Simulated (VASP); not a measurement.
Crystal: Pt.

```
Pt
1.0
     2.66707    0.00000    0.00000
    -1.33353    2.30975    0.00000
     0.00000    0.00000    4.60532
Pt
2
Direct
  0.66667 0.33333 0.75000
  0.33333 0.66667 0.25000
```

This isn't the form of Pt at room conditions, which is fcc.

Base run:

```yaml
Program: VASP 6.6.1
Functional: LDA
Potentials_or_basis: VASP PAW LDA potentials, release 64 (Pt_sv_GW)
Cutoff: 570 eV
k_mesh: 21 × 21 × 10
Occupations: gaussian, width 0.15 eV
Spin: collinear spin
Starting_moments: "[0.15, 0.15] μB"
Fixed_moment: 0.3 μB
```

Its results: pressure 15.6 GPa; site moments Pt +0.16 μB.

Q: The run is repeated on the same cell with these changes: fixed moment from 0.3 μB to 0.6 μB; moments at the start from [0.15, 0.15] to [0.3, 0.3]. What comes out?

A: Pressure 16.0 GPa; site moments Pt +0.32 μB.

Caveats: the cell stands under pressure; the total moment is fixed, so each spin has its own Fermi level and the state may be an excited one.
